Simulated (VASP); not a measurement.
Set up this calculation in VASP 6.6.1, as the native input.

```
Task                   : single point
Functional             : LDA
Potentials or basis    : VASP PAW LDA potentials, release 64 (In_d, Sb)
Cutoff                 : 520 eV
k mesh                 : 8 × 8 × 8
Occupations            : gaussian, width 0.1 eV
Spin                   : no spin polarisation
Dipole correction      : no
Further INCAR settings : ALGO = Normal; EDIFF = 1e-06; NBANDS = 16
```

The structure of InSb lies in POSCAR:

```
InSb
1.0
    0.0000000000      3.2254853210      3.2254853210
    3.2254853210      0.0000000000      3.2254853210
    3.2254853210      3.2254853210      0.0000000000
In Sb
1 1
Direct
    1.0000000000      0.0000000000      0.0000000000
    0.2500000000      0.2500000000      0.2500000000
```

These files were run (other wordings do the same):

INCAR

```
SYSTEM = InSb
PREC     = Accurate       ! precision mode
ENCUT    = 520            ! plane-wave cutoff, eV
EDIFF    = 1E-6           ! SCF threshold, eV
ISMEAR   = 0              ! smearing method
SIGMA    = 0.1            ! smearing width, eV
LREAL    = .False.        ! projectors in reciprocal space
LASPH    = .True.         ! aspherical terms in the spheres
NELM     = 60             ! most SCF steps
ALGO     = Normal         ! electronic algorithm
ISIF     = 2              ! what is computed and relaxed
LWAVE    = .False.        ! write WAVECAR
LCHARG   = .False.        ! write CHGCAR
GGA      = CA             ! functional
NBANDS   = 16             ! bands
```

KPOINTS

```
regular mesh
0
Gamma
  8 8 8
  0 0 0
```

Potentials or basis: VASP PAW LDA potentials, release 64 (In_d, Sb).

Launch:

```bash
$ cat potpaw_LDA.64/In_d/POTCAR potpaw_LDA.64/Sb/POTCAR > POTCAR
$ mpirun -np 1 vasp_std > vasp.out
```

Results of the run:

* Pressure: 0.1 GPa
* Band gap on the k mesh: zero (filled and empty bands touch)

Caveat: semilocal functionals underestimate gaps, so a narrow gap can read as zero; spin-orbit coupling is left out, which moves the levels of the heavy elements.

Wall time 12 s on 1 thread of Intel(R) Xeon(R) 6975P-C (Granite Rapids), on a shared host, peak memory 0.18 GiB.
